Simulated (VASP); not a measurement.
# TiSi16 (a cell with a defect) in VASP: notebook

Runs on TiSi16 (a cell with a defect). Level: PBE. Tasks: single point.

All numbers are computed with VASP 6.6.1; they aren't measurements. Logs are shortened: lines on timing, memory, paths and dates and some standing lists are left out, and cuts for length are marked.

### 1 The cell of the first run

The cell holds a defect, 17 atoms: a = 7.679 Å, b = 7.679 Å, c = 7.679 Å, α = 60.00°, β = 60.00°, γ = 60.00°.

### 2 Single point, PBE

File INCAR:

```
PREC = Accurate ; ENCUT = 520
EDIFF = 1E-6 ; ISMEAR = 0
SIGMA = 0.02 ; LREAL = Auto
LASPH = T ; NELM = 60
ALGO = Normal ; ISIF = 2
LWAVE = F ; LCHARG = F
GGA = PE ; NBANDS = 52
```

File KPOINTS:

```
regular mesh
0
Gamma
  2 2 2
```

File POSCAR:

```
TiSi16
1.0
    0.0000000000      5.4300000000      5.4300000000
    5.4300000000      0.0000000000      5.4300000000
    5.4300000000      5.4300000000      0.0000000000
Si Ti
16 1
Direct
    0.0080253223     -0.0266569982      0.0085976980
    0.1182028545      0.1216857274      0.1192975138
   -0.0212580110      0.0110255985      0.5051701657
    0.1175346225      0.1234832413      0.6396707182
    0.0004620626      0.4956839779      0.0006051565
    0.1328014733      0.6025959484      0.1322220994
   -0.0001939227      0.4975176796      0.5030075506
    0.1143669429      0.6319301105      0.6274081952
    0.5041453039      0.0115686924     -0.0201316759
    0.6392340700      0.1236640884      0.1181896869
    0.5029919890      0.0146568140      0.5033293738
    0.6158709024      0.1510731123      0.6170895028
    0.5036103131      0.4977569061     -0.0005605893
    0.6273233886      0.6322946593      0.1147578269
    0.4957905157      0.5137045120      0.4960973297
    0.6266152855      0.6347244936      0.6259953959
    0.3658384899      0.9013314917      0.3667222836
```

Potentials or basis: VASP PAW PBE potentials, release 64 (Si, Ti_sv).

Started as:

```sh
$ cat potpaw_PBE.64/Si/POTCAR potpaw_PBE.64/Ti_sv/POTCAR > POTCAR
$ mpirun -np 1 vasp_std > vasp.out
```

OUTCAR:

```text
PREC = Accurate
   ENCUT = 520
   EDIFF = 1E-6
   ISMEAR = 0
   LREAL = Auto
   LASPH = T
   NELM = 60
   ISIF = 2
   GGA = PE

 ion  position               nearest neighbor table
   1  0.008  0.973  0.009-  10 2.32   4 2.32   2 2.32   6 2.32
   2  0.118  0.122  0.119-   1 2.32   5 2.35   3 2.42   9 2.42  17 2.70
   3  0.979  0.011  0.505-  12 2.28   8 2.38   4 2.42   2 2.42  17 2.43
   4  0.118  0.123  0.640-   1 2.32   7 2.35  11 2.42   3 2.42  17 2.70
   5  0.000  0.496  0.001-   6 2.33  14 2.34   8 2.34   2 2.35
   6  0.133  0.603  0.132-   1 2.32   5 2.33   7 2.33  13 2.33
   7  1.000  0.498  0.503-   6 2.33  16 2.34   8 2.34   4 2.35
   8  0.114  0.632  0.627-   5 2.34   7 2.34   3 2.38  15 2.39  17 2.83
   9  0.504  0.012  0.980-  12 2.28  14 2.38  10 2.42   2 2.42  17 2.43
  10  0.639  0.124  0.118-   1 2.32  13 2.35  11 2.42   9 2.42  17 2.70
  11  0.503  0.015  0.503-  12 2.28  16 2.38  10 2.42   4 2.42  17 2.43
  12  0.616  0.151  0.617-  15 2.27   9 2.28  11 2.28   3 2.28
  13  0.504  0.498  0.999-   6 2.33  16 2.34  14 2.34  10 2.35
  14  0.627  0.632  0.115-   5 2.34  13 2.34   9 2.38  15 2.39  17 2.83
  15  0.496  0.514  0.496-  12 2.27  14 2.39   8 2.39  16 2.39  17 2.43
  16  0.627  0.635  0.626-   7 2.34  13 2.34  11 2.38  15 2.39  17 2.82
  17  0.366  0.901  0.367-   9 2.43  11 2.43  15 2.43   3 2.43   4 2.70   2 2.70  10 2.70  16 2.82
                             8 2.83  14 2.83

  LATTYP: Found a face centered cubic cell.
 ALAT       =    10.8600000000

  Lattice vectors:

 A1 = (   0.0000000000,   5.4300000000,   5.4300000000)
 A2 = (   5.4300000000,   0.0000000000,   5.4300000000)
 A3 = (   5.4300000000,   5.4300000000,   0.0000000000)

Analysis of symmetry for initial positions (statically):
=====================================================================
 Subroutine PRICEL returns:
 Original cell was already a primitive cell.

 Routine SETGRP: Setting up the symmetry group for a
 face centered cubic supercell.

 Subroutine GETGRP returns: Found  1 space group operations
 (whereof  1 operations were pure point group operations)
 out of a pool of 48 trial point group operations.

The static configuration has the point symmetry C_1 .

Analysis of symmetry for dynamics (positions and initial velocities):
=====================================================================
 Subroutine PRICEL returns:
 Original cell was already a primitive cell.

 Routine SETGRP: Setting up the symmetry group for a
 face centered cubic supercell.

 Subroutine GETGRP returns: Found  1 space group operations
 (whereof  1 operations were pure point group operations)
 out of a pool of 48 trial point group operations.

The dynamic configuration has the point symmetry C_1 .

 Subroutine INISYM returns: Found  1 space group operations
 (whereof  1 operations are pure point group operations),
 and found     1 'primitive' translations

----------------------------------------------------------------------------------------

                                     Primitive cell

  volume of cell :     320.2060

  direct lattice vectors                    reciprocal lattice vectors
     0.000000000  5.430000000  5.430000000    -0.092081031  0.092081031  0.092081031
     5.430000000  0.000000000  5.430000000     0.092081031 -0.092081031  0.092081031
     5.430000000  5.430000000  0.000000000     0.092081031  0.092081031 -0.092081031

  length of vectors
     7.679179644  7.679179644  7.679179644     0.159489025  0.159489025  0.159489025

  position of ions in fractional coordinates (direct lattice)
     0.008025322  0.973343002  0.008597698
     0.118202854  0.121685727  0.119297514
     0.978741989  0.011025598  0.505170166
     0.117534623  0.123483241  0.639670718
     0.000462063  0.495683978  0.000605157
     0.132801473  0.602595948  0.132222099
[... 9 lines left out ...]
     0.626615286  0.634724494  0.625995396
     0.365838490  0.901331492  0.366722284

  ion indices of the primitive-cell ions
   primitive index   ion index
                 1           1
                 2           2
                 3           3
                 4           4
                 5           5
                 6           6
[... 9 lines left out ...]
                16          16
                17          17

----------------------------------------------------------------------------------------

 KPOINTS: regular mesh

Automatic generation of k-mesh.
 Grid dimensions read from file:
 generate k-points for:    2    2    2

 Generating k-lattice:

  Cartesian coordinates                     Fractional coordinates (reciprocal lattice)
    -0.046040516  0.046040516  0.046040516     0.500000000  0.000000000  0.000000000
     0.046040516 -0.046040516  0.046040516     0.000000000  0.500000000  0.000000000
     0.046040516  0.046040516 -0.046040516     0.000000000  0.000000000  0.500000000

  Length of vectors
     0.079744512  0.079744512  0.079744512

  Shift w.r.t. Gamma in fractional coordinates (k-lattice)
     0.000000000  0.000000000  0.000000000

 Subroutine IBZKPT returns following result:
 ===========================================

 Found      8 irreducible k-points:

 Following reciprocal coordinates:
            Coordinates               Weight
  0.000000  0.000000  0.000000      1.000000
  0.500000  0.000000  0.000000      1.000000
  0.000000  0.500000  0.000000      1.000000
  0.000000  0.000000  0.500000      1.000000
  0.500000  0.500000  0.500000      1.000000
  0.500000  0.500000  0.000000      1.000000
  0.000000  0.500000  0.500000      1.000000
  0.500000  0.000000  0.500000      1.000000
   k-points           NKPTS =      8   k-points in BZ     NKDIM =      8   number of bands    NBANDS=     52
   number of dos      NEDOS =    301   number of ions     NIONS =     17
   total plane-waves  NPLWV = 216000
   dimension x,y,z NGX =    60 NGY =   60 NGZ =   60
   dimension x,y,z NGXF=   120 NGYF=  120 NGZF=  120
   ions per type =              16   1
   NGX,Y,Z   is equivalent  to a cutoff of  12.99, 12.99, 12.99 a.u.
   NGXF,Y,Z  is equivalent  to a cutoff of  25.98, 25.98, 25.98 a.u.
 SYSTEM =  unknown system
   PREC   = accura    normal or accurate (medium, high low for compatibility)
   ISTART =      0    job   : 0-new  1-cont  2-samecut
   ICHARG =      2    charge: 1-file 2-atom 10-const
   ISPIN  =      1    spin polarized calculation?
   LNONCOLLINEAR =      F non collinear calculations
   LSORBIT =      F    spin-orbit coupling
   LASPH  =      T    aspherical Exc in radial PAW
   ENCUT  =  520.0 eV  38.22 Ry    6.18 a.u.  14.28 14.28 14.28*2*pi/ulx,y,z
   NELM   =     60;   NELMIN=  2; NELMDL= -5     # of ELM steps
   EDIFF  = 0.1E-05   stopping-criterion for ELM
   LREAL  =      T    real-space projection
   EDIFFG = 0.1E-04   stopping-criterion for IOM
   NSW    =      0    number of steps for IOM
   IBRION =     -1    ionic relax: 0-MD 1-quasi-New 2-CG
   NFREE  =      0    steps in history (QN), initial steepest desc. (CG)
   ISIF   =      2    stress and relaxation
   ISYM   =      2    0-nonsym 1-usesym 2-fastsym
   POTIM  = 0.5000    time-step for ionic-motion
   TEBEG  =    0.0;   TEEND  =   0.0 temperature during run
   PSTRESS=    0.0 pullay stress
   NELECT =      76.0000    total number of electrons
   NUPDOWN=      -1.0000    fix difference up-down
   EMIN   =  10.00;   EMAX   =-10.00  energy-range for DOS
   EFERMI =   0.00;   METHOD = LEGACY
   ISMEAR =     0;   SIGMA  =   0.02  broadening in eV -4-tet -1-fermi 0-gaus
   EFERMI_NEDOS =   21; number of points for ismear=-14 and -15
   IALGO  =     38    algorithm
   IMIX   =      4    mixing-type and parameters
     AMIX     =   0.40;   BMIX     =  1.00
     AMIX_MAG =   1.60;   BMIX_MAG =  1.00
  volume/ion in A,a.u.               =      18.84       127.11
  Fermi-wavevector in a.u.,A,eV,Ry     =   1.013607  1.915439 13.978610  1.027399
  Thomas-Fermi vector in A             =   2.146786
   LORBIT       =      0    0 simple, 1 ext, 2 COOP (PROOUT), +10 PAW based schemes
   GGA     = PE    functional components
   LHFCALC =     F    Hartree Fock is set to
   AEXX    =    0.0000 exact exchange contribution
   IVDW    =     0    specifies the selected vdW correction
   LEPSILON=     F    determine dielectric tensor
   LRPA    =     F    only Hartree local field effects (RPA)
 non-spin polarized calculation
 Gauss-broadening in eV      SIGMA  =   0.02
  energy-cutoff  :      520.00
  volume of cell :      320.21
 maximum number of plane-waves:      8646
 NGX is ok and might be reduce to    60
   NGX = 29   NGY = 29   NGZ = 29

 number of electron      75.9999998 magnetization

 Free energy of the ion-electron system (eV)
  ---------------------------------------------------
  ext. energy  EPLUGINS =         0.00000000
  ---------------------------------------------------
  free energy    TOTEN  =       -92.12088448 eV

  energy without entropy =      -92.11352593  energy(sigma->0) =      -92.11720521

 E-fermi :   6.8944     XC(G=0):  -9.7559

 val. band max:        6.8528964131   @ k =   0.0000   0.0000   0.0000
 cond. band min:       6.8961413281   @ k =   0.0000   0.5000   0.5000
 fundamental gap:      0.0432449150
 Fermi energy:         6.8943772383

 k-point     1 :       0.0000    0.0000    0.0000
  band No.  band energies     occupation
      1     -49.9003      2.00000
      2     -26.2893      2.00000
      3     -26.2659      2.00000
      4     -26.2585      2.00000
      5      -5.7156      2.00000
      6      -3.5198      2.00000
[... 42 lines left out ...]
     49       8.2233      0.00000
     50       8.4883      0.00000

 k-point     2 :       0.5000    0.0000    0.0000
  band No.  band energies     occupation
      1     -49.9003      2.00000
      2     -26.2893      2.00000
      3     -26.2659      2.00000
      4     -26.2585      2.00000
      5      -5.0118      2.00000
      6      -4.7908      2.00000
[... 42 lines left out ...]
     49       9.3314      0.00000
     50       9.8458      0.00000

 k-point     3 :       0.0000    0.5000    0.0000
  band No.  band energies     occupation
      1     -49.9003      2.00000
      2     -26.2893      2.00000
      3     -26.2659      2.00000
      4     -26.2585      2.00000
      5      -4.9834      2.00000
      6      -4.8269      2.00000
[... 42 lines left out ...]
     49       9.4052      0.00000
     50       9.8507      0.00000

 k-point     4 :       0.0000    0.0000    0.5000
  band No.  band energies     occupation
      1     -49.9003      2.00000
      2     -26.2893      2.00000
      3     -26.2659      2.00000
      4     -26.2585      2.00000
      5      -5.0114      2.00000
      6      -4.7913      2.00000
[... 42 lines left out ...]
     49       9.3356      0.00000
     50       9.8451      0.00000

 k-point     5 :       0.5000    0.5000    0.5000
  band No.  band energies     occupation
      1     -49.9003      2.00000
      2     -26.2893      2.00000
      3     -26.2659      2.00000
      4     -26.2585      2.00000
      5      -5.0113      2.00000
      6      -4.7915      2.00000
[... 42 lines left out ...]
     49       9.3350      0.00000
     50       9.8482      0.00000

 k-point     6 :       0.5000    0.5000    0.0000
  band No.  band energies     occupation
      1     -49.9003      2.00000
      2     -26.2893      2.00000
      3     -26.2659      2.00000
      4     -26.2585      2.00000
      5      -4.6916      2.00000
      6      -4.5901      2.00000
[... 42 lines left out ...]
     49       9.8597      0.00000
     50      10.5193      0.00000

 k-point     7 :       0.0000    0.5000    0.5000
  band No.  band energies     occupation
      1     -49.9003      2.00000
      2     -26.2893      2.00000
      3     -26.2659      2.00000
      4     -26.2585      2.00000
      5      -4.6908      2.00000
      6      -4.5910      2.00000
[... 42 lines left out ...]
     49       9.8597      0.00000
     50      10.5211      0.00000

 k-point     8 :       0.5000    0.0000    0.5000
  band No.  band energies     occupation
      1     -49.9003      2.00000
      2     -26.2893      2.00000
      3     -26.2659      2.00000
      4     -26.2585      2.00000
      5      -4.6891      2.00000
      6      -4.5929      2.00000
[... 42 lines left out ...]
     49       9.8604      0.00000
     50      10.5220      0.00000
 [bands above 50 left out]

------------------------ aborting loop because EDIFF is reached ----------------------------------------

  FORCE on cell =-STRESS in cart. coord.  units (eV):
  Direction    XX          YY          ZZ          XY          YZ          ZX
  --------------------------------------------------------------------------------------
  -------------------------------------------------------------------------------------
  Total        7.6703970      7.8542160      7.6566590      0.1466754      0.1581884     -0.2507752
  in kB       38.3794671     39.2992206     38.3107279      0.7339024      0.7915090     -1.2547745
  external PRESSURE =      38.6631386 kB  Pullay stress =       0.0000000 kB

 VOLUME and BASIS-vectors are now :
 -----------------------------------------------------------------------------
  energy-cutoff  :      520.00
  volume of cell :      320.21
      direct lattice vectors                 reciprocal lattice vectors
     0.000000000  5.430000000  5.430000000    -0.092081031  0.092081031  0.092081031
     5.430000000  0.000000000  5.430000000     0.092081031 -0.092081031  0.092081031
     5.430000000  5.430000000  0.000000000     0.092081031  0.092081031 -0.092081031

 POSITION                                       TOTAL-FORCE (eV/Angst)
 -----------------------------------------------------------------------------------
      5.33194      0.09026      5.32883         0.058770     -0.047892      0.059020
      1.30854      1.28963      1.30259         0.050583      0.027121      0.052175
      2.80294      8.05764      5.37444         0.015119     -0.011473      0.125103
      4.14393      4.11163      1.30873        -0.031729     -0.041941      0.046056
      2.69485      0.00579      2.69407         0.042081     -0.016105      0.040339
      3.99006      1.43908      3.99321         0.057101     -0.055940      0.054949
[... 9 lines left out ...]
      6.84571      6.80168      6.84908         0.022489     -0.001765      0.021752
      6.88553      3.97781      6.88073        -0.351404      0.349799     -0.345038
 -----------------------------------------------------------------------------------
    total drift:                               -0.004053      0.004721      0.006182

  FREE ENERGIE OF THE ION-ELECTRON SYSTEM (eV)
  ---------------------------------------------------
  free  energy   TOTEN  =       -92.1208844776 eV

  energy  without entropy=      -92.1135259332  energy(sigma->0) =      -92.11720521
```

It took 2.9 min on 1 thread of Intel Xeon Platinum 8488C (Sapphire Rapids), shared host; peak memory 0.5 GiB.

What came out:

```yaml
Free_energy: -92.1209 eV
Pressure: 3.9 GPa
Largest_force: 0.604 eV/Å
Band_gap_on_the_k_mesh: zero (band 38 reaches 6.91 eV, above the bottom of band 39 at 6.56 eV)
```

Forces on the atoms (eV/Å):
```
Si   0.059 -0.048  0.059
Si   0.051  0.027  0.052
Si   0.015 -0.011  0.125
Si  -0.032 -0.042  0.046
Si   0.042 -0.016  0.040
Si   0.057 -0.056  0.055
Si   0.013 -0.036  0.037
Si   0.031 -0.029  0.003
Si   0.123 -0.012  0.014
Si   0.045 -0.042 -0.032
Si   0.006 -0.124  0.005
Si  -0.040  0.030 -0.037
Si   0.036 -0.036  0.010
Si   0.004 -0.030  0.030
Si  -0.082  0.078 -0.084
Si   0.022 -0.002  0.022
Ti  -0.351  0.350 -0.345
```

Levels at points of the mesh, in eV from the Fermi level:
| k point | band 33 | band 34 | band 35 | band 36 | band 37 | band 38 | band 39 | band 40 | band 41 | band 42 |
| --- | --- | --- | --- | --- | --- | --- | --- | --- | --- | --- |
| (0.00, 0.00, 0.00) | -1.62 | -1.00 | -0.99 | -0.95 | -0.47 | -0.34 | -0.33 | -0.05 | -0.04 | 0.25 |
| (0.50, 0.00, 0.00) | -1.93 | -1.90 | -1.35 | -1.31 | -0.22 | 0.02 | 0.20 | 0.38 | 0.53 | 0.79 |
| (0.00, 0.50, 0.00) | -1.96 | -1.95 | -1.34 | -1.33 | -0.32 | -0.05 | -0.04 | 0.54 | 0.55 | 0.96 |
| (0.00, 0.00, 0.50) | -1.93 | -1.90 | -1.35 | -1.31 | -0.22 | 0.01 | 0.21 | 0.38 | 0.53 | 0.79 |
| (0.50, 0.50, 0.50) | -1.93 | -1.89 | -1.35 | -1.32 | -0.22 | 0.01 | 0.21 | 0.38 | 0.52 | 0.79 |
| (0.50, 0.50, 0.00) | -2.40 | -1.99 | -1.96 | -1.82 | -0.63 | 0.00 | 0.52 | 0.67 | 1.12 | 1.35 |
| (0.00, 0.50, 0.50) | -2.40 | -1.99 | -1.96 | -1.83 | -0.64 | 0.00 | 0.52 | 0.67 | 1.12 | 1.35 |
| (0.50, 0.00, 0.50) | -2.40 | -1.99 | -1.96 | -1.83 | -0.63 | 0.00 | 0.52 | 0.67 | 1.12 | 1.35 |

Caveat: the k points lie up to 0.50 Å⁻¹ apart.

### 3 Single point, PBE

File INCAR:

```
PREC = Accurate
ENCUT = 520
EDIFF = 1E-6
ISMEAR = 0
SIGMA = 0.02
LREAL = Auto
LASPH = True
NELM = 100
ALGO = Normal
ISIF = 2
LWAVE = False
LCHARG = True
GGA = PE
LELF = True
LVHAR = True
NBANDS = 52
```

File KPOINTS:

```
Automatic mesh
0
Gamma
  2 2 2
```

File POSCAR:

```
TiSi16
1.0
    0.0000000000      5.4300000000      5.4300000000
    5.4300000000      0.0000000000      5.4300000000
    5.4300000000      5.4300000000      0.0000000000
Si Ti
16 1
Direct
    0.0111232044     -0.0365850829      0.0117705341
    0.1160154696      0.1185397790      0.1166650092
   -0.0302386740      0.0053289134      0.5130569061
    0.1146003683      0.1224040516      0.6475690608
    0.0005813076      0.4909960405      0.0005135359
    0.1359074586      0.5917744936      0.1357829650
   -0.0010721915      0.4945556169      0.5068202578
    0.1149802947      0.6323031308      0.6268222836
    0.5123413444      0.0053960405     -0.0295848066
    0.6469193370      0.1223802947      0.1152250460
    0.5103897790      0.0099645488      0.5110186924
    0.6120044199      0.1654600368      0.6126521179
    0.5069461326      0.4945647330     -0.0011849908
    0.6269268877      0.6323259669      0.1148497238
    0.4879653775      0.5368705341      0.4877756906
    0.6251628913      0.6363030387      0.6250430018
    0.3409298343      0.9769867403      0.3416399632
```

Potentials or basis: VASP PAW PBE potentials, release 64 (Si, Ti_sv).

Started as:

```sh
$ cat potpaw_PBE.64/Si/POTCAR potpaw_PBE.64/Ti_sv/POTCAR > POTCAR
$ mpirun -np 1 vasp_std > vasp.out
```

Wall time 3.1 min (1 thread of Intel Xeon Platinum 8488C (Sapphire Rapids), shared host); peak memory 0.5 GiB.

The run converged. Its results:

* Free energy: -91.1651 eV
* Pressure: 4.9 GPa
* Largest force: 2.122 eV/Å
* Band gap on the k mesh: zero (band 38 reaches 6.96 eV, above the bottom of band 39 at 6.64 eV)

Forces on the atoms (eV/Å):
```
Si   0.037 -0.033  0.039
Si   0.081  0.062  0.082
Si   0.160 -0.159  0.056
Si  -0.065 -0.071  0.074
Si   0.071 -0.050  0.070
Si   0.060 -0.067  0.058
Si   0.041 -0.065  0.068
Si   0.103 -0.106  0.037
Si   0.055 -0.158  0.160
Si   0.072 -0.072 -0.064
Si   0.160 -0.066  0.161
Si   0.131 -0.137  0.131
Si   0.068 -0.065  0.040
Si   0.038 -0.105  0.102
Si   0.104 -0.109  0.104
Si   0.105 -0.034  0.104
Ti  -1.221  1.234 -1.221
```

Stress tensor (GPa, compression positive):
```
 4.86  0.56 -0.61
 0.56  4.86  0.57
-0.61  0.57  4.86
```

Levels at points of the mesh, in eV from the Fermi level:
```tsv
k point	band 35	band 36	band 37	band 38	band 39	band 40	band 41	band 42
(0.00, 0.00, 0.00)	-1.18	-0.73	-0.53	-0.27	-0.26	-0.10	-0.09	0.12
(0.50, 0.00, 0.00)	-1.41	-1.31	-0.35	0.00	0.15	0.56	0.61	0.77
(0.00, 0.50, 0.00)	-1.36	-1.36	-0.17	-0.17	-0.13	0.69	0.70	0.80
(0.00, 0.00, 0.50)	-1.41	-1.31	-0.35	0.00	0.15	0.56	0.61	0.77
(0.50, 0.50, 0.50)	-1.42	-1.33	-0.35	-0.01	0.15	0.58	0.61	0.77
(0.50, 0.50, 0.00)	-1.90	-1.82	-0.28	0.06	0.30	0.62	0.90	1.01
(0.00, 0.50, 0.50)	-1.90	-1.82	-0.28	0.06	0.30	0.63	0.90	1.01
(0.50, 0.00, 0.50)	-1.90	-1.83	-0.28	0.06	0.29	0.62	0.91	1.01
```

Caveat: the k points lie up to 0.50 Å⁻¹ apart.

(Part 1 of 2 ends here.)
